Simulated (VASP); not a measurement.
# Al in VASP: notebook, part 2 of 2

VASP 6.6.1. Earlier steps stand in the parts before.

### 3 Relaxation of the atoms, r2SCAN

This run uses another cell than the first one: it holds 6 atoms, not 12.

Contents of POSCAR:

```
Al
1.0
    2.8227746037      0.0000000000      0.0000000000
   -1.4113873019      2.4445945160      0.0000000000
    0.0000000000      0.0000000000     26.5239290634
Al
6
Direct
    0.6666666667      0.3333333333      0.2827635371
    0.3333333333      0.6666666667      0.3696581223
    0.0000000000      0.0000000000      0.4565527074
    0.6666666667      0.3333333333      0.5434472926
    0.3333333333      0.6666666667      0.6303418777
    0.0000000000      0.0000000000      0.7172364629
```

Contents of INCAR.step1:

```
SYSTEM = Al
PREC = Accurate
ENCUT = 520
ISMEAR = 0
SIGMA = 0.1
LREAL = .FALSE.
LASPH = .TRUE.
NELM = 100
LDIPOL = .TRUE.
IDIPOL = 3
DIPOL = 0.5 0.5 0.500
GGA = PE
ALGO = Normal
EDIFF = 1E-4
LWAVE = .TRUE.
LCHARG = .FALSE.
```

Contents of INCAR.step2:

```
SYSTEM = Al
PREC = Accurate
ENCUT = 520
EDIFF = 1E-7
ISMEAR = 0
SIGMA = 0.1
LREAL = .FALSE.
LASPH = .TRUE.
NELM = 100
ALGO = Normal
ISIF = 2
LWAVE = .FALSE.
LCHARG = .FALSE.
LDIPOL = .TRUE.
IDIPOL = 3
DIPOL = 0.5 0.5 0.500
METAGGA = R2SCAN
LMIXTAU = .TRUE.
IBRION = 2
NSW = 80
EDIFFG = -0.02
ISTART = 1
```

Contents of KPOINTS:

```
regular mesh
0
G
  12 12 1
  0 0 0
```

Potentials or basis: VASP PAW PBE potentials, release 64 (Al).

Started as:

```bash
> cat potpaw_PBE.64/Al/POTCAR > POTCAR
> cp INCAR.step1 INCAR
> mpirun -np 1 vasp_std > vasp.out
> cp INCAR.step2 INCAR
> mpirun -np 1 vasp_std > vasp.out
```

OUTCAR:

```text
SYSTEM = Al
   PREC = Accurate
   ENCUT = 520
   EDIFF = 1E-7
   ISMEAR = 0
   LREAL = .FALSE.
   LASPH = .TRUE.
   NELM = 100
   ISIF = 2
   METAGGA = R2SCAN
   IBRION = 2
   NSW = 80
   EDIFFG = -0.02
   ISTART = 1

 ion  position               nearest neighbor table
   1  0.667  0.333  0.283-   2 2.82   2 2.82   2 2.82
   2  0.333  0.667  0.370-   3 2.82   3 2.82   3 2.82   1 2.82   1 2.82   1 2.82
   3  0.000  0.000  0.457-   2 2.82   2 2.82   2 2.82   4 2.82   4 2.82   4 2.82
   4  0.667  0.333  0.543-   5 2.82   5 2.82   5 2.82   3 2.82   3 2.82   3 2.82
   5  0.333  0.667  0.630-   4 2.82   4 2.82   4 2.82   6 2.82   6 2.82   6 2.82
   6  0.000  0.000  0.717-   5 2.82   5 2.82   5 2.82

  LATTYP: Found a hexagonal cell.
 ALAT       =     2.8227746037
 C/A-ratio  =     9.3964034637

  Lattice vectors:

 A1 = (   2.8227746037,   0.0000000000,   0.0000000000)
 A2 = (  -1.4113873019,   2.4445945160,   0.0000000000)
 A3 = (   0.0000000000,   0.0000000000,  26.5239290634)

Analysis of symmetry for initial positions (statically):
=====================================================================
 Subroutine PRICEL returns:
 Original cell was already a primitive cell.

 Routine SETGRP: Setting up the symmetry group for a
 hexagonal supercell.

 Subroutine GETGRP returns: Found 12 space group operations
 (whereof  6 operations were pure point group operations)
 out of a pool of 24 trial point group operations.

The static configuration has the point symmetry C_3v.
 The point group associated with its full space group is D_3d.

Analysis of symmetry for dynamics (positions and initial velocities):
=====================================================================
 Subroutine PRICEL returns:
 Original cell was already a primitive cell.

 Routine SETGRP: Setting up the symmetry group for a
 hexagonal supercell.
[... 166 lines left out ...]
  Total       -0.9625048     -0.9625048     -0.1721517      0.0000000      0.0000000     -0.0000000
  in kB       -8.4254401     -8.4254401     -1.5069572      0.0000000      0.0000000     -0.0000000
  external PRESSURE =      -6.1192792 kB  Pullay stress =       0.0000000 kB
[... 149 lines left out ...]
 number of electron      18.0000000 magnetization

------------------------ aborting loop because EDIFF is reached ----------------------------------------

 vacuum level on the upper side and lower side of the slab       (xc-potential included)        -0.013        -0.013

  FORCE on cell =-STRESS in cart. coord.  units (eV):
  Direction    XX          YY          ZZ          XY          YZ          ZX
  --------------------------------------------------------------------------------------
  -------------------------------------------------------------------------------------
  Total       -0.9797664     -0.9797664     -0.2436251      0.0000000     -0.0000000     -0.0000000
  in kB       -8.5765425     -8.5765425     -2.1326118      0.0000000     -0.0000000     -0.0000000
  external PRESSURE =      -6.4285656 kB  Pullay stress =       0.0000000 kB
[... 27 lines left out ...]
--------------------------------------- Ionic step        6  -------------------------------------------

 number of electron      18.0000000 magnetization

 dipolmoment           0.000000      0.000000      0.000000 electrons x Angstroem

 Free energy of the ion-electron system (eV)
  ---------------------------------------------------
  ext. energy  EPLUGINS =         0.00000000
  ---------------------------------------------------
  free energy    TOTEN  =       -39.63526291 eV

  energy without entropy =      -39.61645671  energy(sigma->0) =      -39.62585981

 E-fermi :   2.4123     XC(G=0):  -6.3932

 val. band max:        2.3465013549   @ k =   0.4167   0.0833   0.0000
 cond. band min:       2.4187771751   @ k =   0.3333   0.1667   0.0000
 fundamental gap:      0.0722758203
 Fermi energy:         2.4122654883

 k-point     1 :       0.0000    0.0000    0.0000
  band No.  band energies     occupation
      1      -9.4070      2.00000
      2      -8.8472      2.00000
      3      -7.9561      2.00000
      4      -6.7724      2.00000
      5      -5.2618      2.00000
      6      -3.3625      2.00000
      7      -1.6853      2.00000
      8       0.6897      2.00000
      9       2.9523      0.00000
     10       5.0278      0.00000
     11       6.2115      0.00000
     12       7.1475      0.00000
     13       7.2784      0.00000
[... 276 lines left out ...]
      2      -0.9525      2.00000
      3      -0.9525      2.00000
      4      -0.5205      2.00000
      5      -0.5205      2.00000
      6      -0.2099      2.00000
      7       0.2319      2.00000
      8       0.5260      2.00000
      9       0.5260      2.00000
     10       0.9719      2.00000
     11       1.7424      2.00000
     12       1.7424      2.00000
     13       3.5320      0.00000

------------------------ aborting loop because EDIFF is reached ----------------------------------------

 vacuum level on the upper side and lower side of the slab       (xc-potential included)         0.005         0.005

  FORCE on cell =-STRESS in cart. coord.  units (eV):
  Direction    XX          YY          ZZ          XY          YZ          ZX
  --------------------------------------------------------------------------------------
  -------------------------------------------------------------------------------------
  Total       -0.9890790     -0.9890790     -0.2192619      0.0000000      0.0000000     -0.0000000
  in kB       -8.6580612     -8.6580612     -1.9193445      0.0000000      0.0000000     -0.0000000
  external PRESSURE =      -6.4118223 kB  Pullay stress =       0.0000000 kB
[... 21 lines left out ...]
  FREE ENERGIE OF THE ION-ELECTRON SYSTEM (eV)
  ---------------------------------------------------
  free  energy   TOTEN  =       -39.6352629127 eV

  energy  without entropy=      -39.6164567139  energy(sigma->0) =      -39.62585981

 reached required accuracy - stopping structural energy minimisation

 vacuum level on the upper side and lower side of the slab         6.502         6.502
```

Wall time 8.7 min (1 thread of Intel Xeon 6975P-C (Granite Rapids), shared host); peak memory 0.37 GiB.

What came out:

```
Free energy                  : -39.6353 eV
Energy gained by relaxing    : 0.4 meV/atom
Ionic steps                  : 6
Largest force after relaxing : 0.018 eV/Å
Band gap on the k mesh       : zero (bands 9 and 10 overlap by 3.49 eV)
```

Forces in eV/Å, atoms in the order of the input:
```
Al   0.000  0.000  0.018
Al   0.000  0.000  0.007
Al   0.000  0.000 -0.011
Al   0.000  0.000  0.011
Al   0.000  0.000 -0.007
Al   0.000  0.000 -0.018
```

Step by step:
| step | energy change (eV) | largest force (eV/Å) | pressure (GPa) |
| --- | --- | --- | --- |
| 1 | 0.0000 | 0.1166 | -0.61 |
| 2 | -0.0013 | 0.0741 | -0.63 |
| 3 | -0.0020 | 0.0489 | -0.65 |
| 4 | -0.0020 | 0.0424 | -0.64 |
| 5 | -0.0022 | 0.0273 | -0.64 |
| 6 | -0.0024 | 0.0178 | -0.64 |

Final structure:
```xyz
6
Lattice="2.8228 0.0000 0.0000 -1.4114 2.4446 0.0000 0.0000 0.0000 26.5239" Properties=species:S:1:pos:R:3 pbc="T T T"
Al    1.4114    0.8149    7.4942
Al    0.0000    1.6297    9.8241
Al   -1.4114    2.4446   12.1158
Al    1.4114    0.8149   14.4081
Al    0.0000    1.6297   16.6998
Al    0.0000    0.0000   19.0297
```

Caveat: the PAW data sets were made with another functional, which shifts forces and pressure a little.

The gap in the log of VASP goes by the Fermi energy; the results here count the filled bands.